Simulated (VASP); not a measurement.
# Al in VASP: further runs

The runs below take Al through single point, with PBE.

All numbers are computed with VASP 6.6.1; they aren't measurements. Logs are shortened: lines on timing, memory, paths and dates and some standing lists are left out, and cuts for length are marked.

### 1 The cell of the first run

The cell holds a slab with vacuum, 5 atoms: a = 2.857 Å, b = 2.857 Å, c = 31.331 Å, α = 90.00°, β = 90.00°, γ = 120.00°.

### 2 Single point, PBE

Contents of INCAR:

```
SYSTEM = Al
PREC = Accurate
ENCUT = 520
EDIFF = 1E-6
ISMEAR = 0
SIGMA = 0.1
LREAL = .FALSE.
LASPH = .TRUE.
NELM = 100
ALGO = Normal
ISIF = 2
LWAVE = .FALSE.
LCHARG = .TRUE.
LDIPOL = .TRUE.
IDIPOL = 3
DIPOL = 0.5 0.5 0.500
GGA = PE
LELF = .TRUE.
LVHAR = .TRUE.
LVACPOTAV = .TRUE.
NBANDS = 16
```

Contents of KPOINTS:

```
Automatic mesh
0
G
  12 12 1
  0 0 0
```

Contents of POSCAR:

```
Al
1.0
    2.8571513840      0.0000000000      0.0000000000
   -1.4285756920      2.4743656810      0.0000000000
    0.0000000000      0.0000000000     31.3314173450
Al
5
Direct
    0.6666666667      0.3333333333      0.3510852981
    0.3333333333      0.6666666667      0.4255426491
    0.0000000000      0.0000000000      0.5000000000
    0.6666666667      0.3333333333      0.5744573509
    0.3333333333      0.6666666667      0.6489147019
```

Potentials or basis: VASP PAW PBE potentials, release 64 (Al).

Command:

```
cat potpaw_PBE.64/Al/POTCAR > POTCAR
mpirun -np 1 vasp_std > vasp.out
```

OUTCAR:

```text
SYSTEM = Al
   PREC = Accurate
   ENCUT = 520
   EDIFF = 1E-6
   ISMEAR = 0
   LREAL = .FALSE.
   LASPH = .TRUE.
   NELM = 100
   ISIF = 2
   GGA = PE

 ion  position               nearest neighbor table
   1  0.667  0.333  0.351-   2 2.86   2 2.86   2 2.86
   2  0.333  0.667  0.426-   3 2.86   3 2.86   3 2.86   1 2.86   1 2.86   1 2.86
   3  0.000  0.000  0.500-   2 2.86   4 2.86   2 2.86   4 2.86   4 2.86   2 2.86
   4  0.667  0.333  0.574-   3 2.86   3 2.86   3 2.86   5 2.86   5 2.86   5 2.86
   5  0.333  0.667  0.649-   4 2.86   4 2.86   4 2.86

  LATTYP: Found a hexagonal cell.
 ALAT       =     2.8571513840
 C/A-ratio  =    10.9659633439

  Lattice vectors:

 A1 = (   2.8571513840,   0.0000000000,   0.0000000000)
 A2 = (  -1.4285756920,   2.4743656810,   0.0000000000)
 A3 = (   0.0000000000,   0.0000000000,  31.3314173450)

Analysis of symmetry for initial positions (statically):
=====================================================================
 Subroutine PRICEL returns:
 Original cell was already a primitive cell.

 Routine SETGRP: Setting up the symmetry group for a
 hexagonal supercell.

 Subroutine GETGRP returns: Found 12 space group operations
 (whereof 12 operations were pure point group operations)
 out of a pool of 24 trial point group operations.

The static configuration has the point symmetry D_3d.

Analysis of symmetry for dynamics (positions and initial velocities):
=====================================================================
 Subroutine PRICEL returns:
 Original cell was already a primitive cell.

 Routine SETGRP: Setting up the symmetry group for a
 hexagonal supercell.

 Subroutine GETGRP returns: Found 12 space group operations
 (whereof 12 operations were pure point group operations)
 out of a pool of 24 trial point group operations.

The dynamic configuration has the point symmetry D_3d.

 Subroutine INISYM returns: Found 12 space group operations
 (whereof 12 operations are pure point group operations),
 and found     1 'primitive' translations

----------------------------------------------------------------------------------------

                                     Primitive cell

  volume of cell :     221.5018

  direct lattice vectors                    reciprocal lattice vectors
     2.857151384  0.000000000  0.000000000     0.349998955  0.202071991  0.000000000
    -1.428575692  2.474365681  0.000000000     0.000000000  0.404143982  0.000000000
     0.000000000  0.000000000 31.331417345     0.000000000  0.000000000  0.031916845

  length of vectors
     2.857151384  2.857151384 31.331417345     0.404143982  0.404143982  0.031916845

  position of ions in fractional coordinates (direct lattice)
     0.666666667  0.333333333  0.351085298
     0.333333333  0.666666667  0.425542649
     0.000000000  0.000000000  0.500000000
     0.666666667  0.333333333  0.574457351
     0.333333333  0.666666667  0.648914702

  ion indices of the primitive-cell ions
   primitive index   ion index
                 1           1
                 2           2
                 3           3
                 4           4
                 5           5

----------------------------------------------------------------------------------------

 KPOINTS: Automatic mesh

Automatic generation of k-mesh.
 Grid dimensions read from file:
 generate k-points for:   12   12    1

 Generating k-lattice:

  Cartesian coordinates                     Fractional coordinates (reciprocal lattice)
     0.029166580  0.016839333  0.000000000     0.083333333 -0.000000000  0.000000000
     0.000000000  0.033678665  0.000000000     0.000000000  0.083333333  0.000000000
     0.000000000  0.000000000  0.031916845     0.000000000  0.000000000  1.000000000

  Length of vectors
     0.033678665  0.033678665  0.031916845

  Shift w.r.t. Gamma in fractional coordinates (k-lattice)
     0.000000000  0.000000000  0.000000000

 Subroutine IBZKPT returns following result:
 ===========================================

 Found     19 irreducible k-points:

 Following reciprocal coordinates:
            Coordinates               Weight
  0.000000  0.000000  0.000000      1.000000
  0.083333  0.000000  0.000000      6.000000
  0.166667  0.000000  0.000000      6.000000
  0.250000  0.000000  0.000000      6.000000
  0.333333 -0.000000  0.000000      6.000000
  0.416667  0.000000  0.000000      6.000000
[... 11 lines left out ...]
  0.333333  0.250000  0.000000     12.000000
  0.333333  0.333333  0.000000      2.000000
   k-points           NKPTS =     19   k-points in BZ     NKDIM =     19   number of bands    NBANDS=     16
   number of dos      NEDOS =    301   number of ions     NIONS =      5
   total plane-waves  NPLWV = 138240
   dimension x,y,z NGX =    24 NGY =   24 NGZ =  240
   dimension x,y,z NGXF=    48 NGYF=   48 NGZF=  480
   ions per type =               5
   NGX,Y,Z   is equivalent  to a cutoff of  13.96, 13.96, 12.73 a.u.
   NGXF,Y,Z  is equivalent  to a cutoff of  27.93, 27.93, 25.47 a.u.
 SYSTEM =  Al
   PREC   = accura    normal or accurate (medium, high low for compatibility)
   ISTART =      0    job   : 0-new  1-cont  2-samecut
   ICHARG =      2    charge: 1-file 2-atom 10-const
   ISPIN  =      1    spin polarized calculation?
   LNONCOLLINEAR =      F non collinear calculations
   LSORBIT =      F    spin-orbit coupling
   LASPH  =      T    aspherical Exc in radial PAW
   ENCUT  =  520.0 eV  38.22 Ry    6.18 a.u.   5.31  5.31 58.26*2*pi/ulx,y,z
   NELM   =    100;   NELMIN=  2; NELMDL= -5     # of ELM steps
   EDIFF  = 0.1E-05   stopping-criterion for ELM
   LREAL  =      F    real-space projection
   EDIFFG = 0.1E-04   stopping-criterion for IOM
   NSW    =      0    number of steps for IOM
   IBRION =     -1    ionic relax: 0-MD 1-quasi-New 2-CG
   NFREE  =      0    steps in history (QN), initial steepest desc. (CG)
   ISIF   =      2    stress and relaxation
   ISYM   =      2    0-nonsym 1-usesym 2-fastsym
   POTIM  = 0.5000    time-step for ionic-motion
   TEBEG  =    0.0;   TEEND  =   0.0 temperature during run
   PSTRESS=    0.0 pullay stress
   NELECT =      15.0000    total number of electrons
   NUPDOWN=      -1.0000    fix difference up-down
   EMIN   =  10.00;   EMAX   =-10.00  energy-range for DOS
   EFERMI =   0.00;   METHOD = LEGACY
   ISMEAR =     0;   SIGMA  =   0.10  broadening in eV -4-tet -1-fermi 0-gaus
   EFERMI_NEDOS =   21; number of points for ismear=-14 and -15
   IALGO  =     38    algorithm
   IMIX   =      4    mixing-type and parameters
     AMIX     =   0.40;   BMIX     =  1.00
     AMIX_MAG =   1.60;   BMIX_MAG =  1.00
  volume/ion in A,a.u.               =      44.30       298.95
  Fermi-wavevector in a.u.,A,eV,Ry     =   0.667287  1.260990  6.058298  0.445272
  Thomas-Fermi vector in A             =   1.741848
   LORBIT       =      0    0 simple, 1 ext, 2 COOP (PROOUT), +10 PAW based schemes
   GGA     = PE    functional components
   LHFCALC =     F    Hartree Fock is set to
   AEXX    =    0.0000 exact exchange contribution
   IVDW    =     0    specifies the selected vdW correction
   LEPSILON=     F    determine dielectric tensor
   LRPA    =     F    only Hartree local field effects (RPA)
 non-spin polarized calculation
 Gauss-broadening in eV      SIGMA  =   0.10
  energy-cutoff  :      520.00
  volume of cell :      221.50
 maximum number of plane-waves:      6007
 NGX is ok and might be reduce to    24
   NGX = 11   NGY = 11   NGZ =117

 dipolmoment           0.000000      0.000000     -0.000000 electrons x Angstroem

 number of electron      15.0000000 magnetization

 dipolmoment           0.000000      0.000000      0.000000 electrons x Angstroem

 Free energy of the ion-electron system (eV)
  ---------------------------------------------------
  ext. energy  EPLUGINS =         0.00000000
  ---------------------------------------------------
  free energy    TOTEN  =       -18.01917141 eV

  energy without entropy =      -18.00842459  energy(sigma->0) =      -18.01379800

 E-fermi :   0.4175     XC(G=0):  -4.4142

 val. band max:        0.3877079557   @ k =   0.2500   0.1667   0.0000
 cond. band min:       0.4768111693   @ k =   0.3333   0.2500   0.0000
 fundamental gap:      0.0891032136
 Fermi energy:         0.4175422748

 k-point     1 :       0.0000    0.0000    0.0000
  band No.  band energies     occupation
      1     -10.4758      2.00000
      2      -9.7953      2.00000
      3      -8.6768      2.00000
      4      -7.1403      2.00000
      5      -5.2217      2.00000
      6      -3.1757      2.00000
[... 8 lines left out ...]
     15       6.8716      0.00000
     16       8.6881      0.00000

 k-point     2 :       0.0833    0.0000    0.0000
  band No.  band energies     occupation
      1     -10.3082      2.00000
      2      -9.6284      2.00000
      3      -8.5109      2.00000
      4      -6.9755      2.00000
      5      -5.0571      2.00000
      6      -3.0186      2.00000
[... 8 lines left out ...]
     15       7.0228      0.00000
     16       8.6985      0.00000

 k-point     3 :       0.1667    0.0000    0.0000
  band No.  band energies     occupation
      1      -9.8066      2.00000
      2      -9.1287      2.00000
      3      -8.0143      2.00000
      4      -6.4825      2.00000
      5      -4.5655      2.00000
      6      -2.5479      2.00000
[... 8 lines left out ...]
     15       6.3267      0.00000
     16       7.1474      0.00000

 k-point     4 :       0.2500    0.0000    0.0000
  band No.  band energies     occupation
      1      -8.9746      2.00000
      2      -8.3000      2.00000
      3      -7.1909      2.00000
      4      -5.6659      2.00000
      5      -3.7547      2.00000
      6      -1.7679      2.00000
[... 8 lines left out ...]
     15       6.1137      0.00000
     16       6.7999      0.00000

 k-point     5 :       0.3333   -0.0000    0.0000
  band No.  band energies     occupation
      1      -7.8179      2.00000
      2      -7.1482      2.00000
      3      -6.0473      2.00000
      4      -4.5350      2.00000
      5      -2.6510      2.00000
      6      -0.7526      2.00000
[... 8 lines left out ...]
     15       6.7960      0.00000
     16       6.7987      0.00000

 k-point     6 :       0.4167    0.0000    0.0000
  band No.  band energies     occupation
      1      -6.3449      2.00000
      2      -5.6826      2.00000
      3      -4.5964      2.00000
      4      -3.1323      2.00000
      5      -2.5053      2.00000
      6      -1.9467      2.00000
[... 8 lines left out ...]
     15       6.3698      0.00000
     16       6.6196      0.00000
[... 172 lines left out ...]
 k-point    16 :       0.4167    0.1667    0.0000
  band No.  band energies     occupation
      1      -4.1048      2.00000
      2      -4.0731      2.00000
      3      -3.4616      2.00000
      4      -3.4235      2.00000
      5      -2.5388      2.00000
      6      -2.2549      2.00000
[... 8 lines left out ...]
     15       3.5303      0.00000
     16       4.8961      0.00000

 k-point    17 :       0.2500    0.2500    0.0000
  band No.  band energies     occupation
      1      -6.0195      2.00000
      2      -5.3586      2.00000
      3      -4.2742      2.00000
      4      -2.7968      2.00000
      5      -1.0790      2.00000
      6      -0.3733      2.00000
[... 8 lines left out ...]
     15       3.7254      0.00000
     16       4.9310      0.00000

 k-point    18 :       0.3333    0.2500    0.0000
  band No.  band energies     occupation
      1      -4.4066      2.00000
      2      -3.7574      2.00000
      3      -2.7135      2.00000
      4      -2.4965      2.00000
      5      -1.8971      2.00000
      6      -1.3512      2.00000
[... 8 lines left out ...]
     15       2.9648      0.00000
     16       4.4877      0.00000

 k-point    19 :       0.3333    0.3333    0.0000
  band No.  band energies     occupation
      1      -2.6818      2.00000
      2      -2.6818      2.00000
      3      -2.6237      2.00000
      4      -2.0811      2.00000
      5      -2.0066      2.00000
      6      -2.0066      2.00000
[... 8 lines left out ...]
     15       2.7122      0.00000
     16       4.2990      0.00000

------------------------ aborting loop because EDIFF is reached ----------------------------------------

  FORCE on cell =-STRESS in cart. coord.  units (eV):
  Direction    XX          YY          ZZ          XY          YZ          ZX
  --------------------------------------------------------------------------------------
  -------------------------------------------------------------------------------------
  Total       -1.5610411     -1.5610411      0.5676185      0.0000000     -0.0000000     -0.0000000
  in kB      -11.2913988    -11.2913988      4.1057261      0.0000000     -0.0000000     -0.0000000
  external PRESSURE =      -6.1590238 kB  Pullay stress =       0.0000000 kB

 VOLUME and BASIS-vectors are now :
 -----------------------------------------------------------------------------
  energy-cutoff  :      520.00
  volume of cell :      221.50
      direct lattice vectors                 reciprocal lattice vectors
     2.857151384  0.000000000  0.000000000     0.349998955  0.202071991  0.000000000
    -1.428575692  2.474365681  0.000000000     0.000000000  0.404143982  0.000000000
     0.000000000  0.000000000 31.331417345     0.000000000  0.000000000  0.031916845

 POSITION                                       TOTAL-FORCE (eV/Angst)
 -----------------------------------------------------------------------------------
      1.42858      0.82479     11.00000        -0.000000     -0.000000     -0.104534
     -0.00000      1.64958     13.33285        -0.000000      0.000000      0.087162
      0.00000      0.00000     15.66571         0.000000      0.000000      0.000000
      1.42858      0.82479     17.99856        -0.000000     -0.000000     -0.087162
     -0.00000      1.64958     20.33142         0.000000      0.000000      0.104534
 -----------------------------------------------------------------------------------
    total drift:                                0.000000     -0.000000     -0.000000

  FREE ENERGIE OF THE ION-ELECTRON SYSTEM (eV)
  ---------------------------------------------------
  free  energy   TOTEN  =       -18.0191714134 eV

  energy  without entropy=      -18.0084245901  energy(sigma->0) =      -18.01379800

 vacuum level on the upper side and lower side of the slab         4.572         4.572
```

Wall time 58 s (1 thread of Intel Xeon 6975P-C (Granite Rapids), shared host); peak memory 0.37 GiB.

Results:

```yaml
Free_energy: -18.0192 eV
Largest_force: 0.105 eV/Å
```

Forces on the atoms (eV/Å):
```
Al   0.000  0.000 -0.105
Al   0.000  0.000  0.087
Al   0.000  0.000  0.000
Al   0.000  0.000 -0.087
Al   0.000  0.000  0.105
```

### 3 Single point, PBE

This run uses another cell than the first one: it holds 12 atoms, not 5.

Contents of INCAR:

```
PREC = Accurate ; ENCUT = 520
EDIFF = 1E-7 ; ISMEAR = 0
SIGMA = 0.1 ; LREAL = False
LASPH = True ; NELM = 60
ALGO = Normal ; ISIF = 2
LWAVE = False ; LCHARG = False
LDIPOL = True ; IDIPOL = 3
DIPOL = 0.5 0.5 0.499 ; GGA = PE
NBANDS = 30
```

Contents of KPOINTS:

```
regular mesh
0
Gamma
  6 6 1
```

Contents of POSCAR:

```
Al
1.0
    5.7143027680      0.0000000000      0.0000000000
   -2.8571513840      4.9487313620      0.0000000000
    0.0000000000      0.0000000000     21.6657086725
Al
12
Direct
    0.3333333333      0.1666666667      0.3923250390
    0.3333333333      0.6666666667      0.3923250390
    0.8333333333      0.1666666667      0.3923250390
    0.8333333333      0.6666666667      0.3923250390
    0.6666666667      0.3333333333      0.4985264184
    0.6666666667      0.8333333333      0.4985264184
    0.1666666667      0.3333333333      0.4985264184
    0.1666666667      0.8333333333      0.4985264184
    0.0000000000      0.5000000000      0.6047167603
    0.0000000000      0.0000000000      0.6047167603
    0.5000000000      0.5000000000      0.6047167603
    0.5000000000      0.0000000000      0.6047167603
```

Potentials or basis: VASP PAW PBE potentials, release 64 (Al).

Command:

```
cat potpaw_PBE.64/Al/POTCAR > POTCAR
mpirun -np 1 vasp_std > vasp.out
```

Run time: 2.4 min. Hardware: 1 thread of Intel Xeon 6975P-C (Granite Rapids), shared host; peak memory 0.58 GiB.

It converged, with:

```yaml
Free_energy: -42.1265 eV
Largest_force: 0.005 eV/Å
Band_gap_on_the_k_mesh: zero (band 18 reaches 0.15 eV, above the bottom of band 19 at -0.87 eV)
```

Forces in eV/Å, atoms in the order of the input:
```
Al   0.000  0.000  0.005
Al   0.000  0.000  0.005
Al   0.000  0.000  0.005
Al   0.000  0.000  0.005
Al   0.000  0.000 -0.001
Al   0.000  0.000 -0.001
Al   0.000  0.000 -0.001
Al   0.000  0.000 -0.001
Al   0.000  0.000 -0.004
Al   0.000  0.000 -0.004
Al   0.000  0.000 -0.004
Al   0.000  0.000 -0.004
```

Levels at points of the mesh, in eV from the Fermi level:
```tsv
k point	band 15	band 16	band 17	band 18	band 19	band 20	band 21	band 22
(0.00, 0.00, 0.00)	-2.74	-2.74	-0.39	-0.39	-0.39	-0.15	-0.15	-0.15
(0.50, 0.00, 0.00)	-0.49	-0.49	-0.22	-0.22	0.94	0.94	1.32	1.32
```

(Part 1 of 2 ends here.)
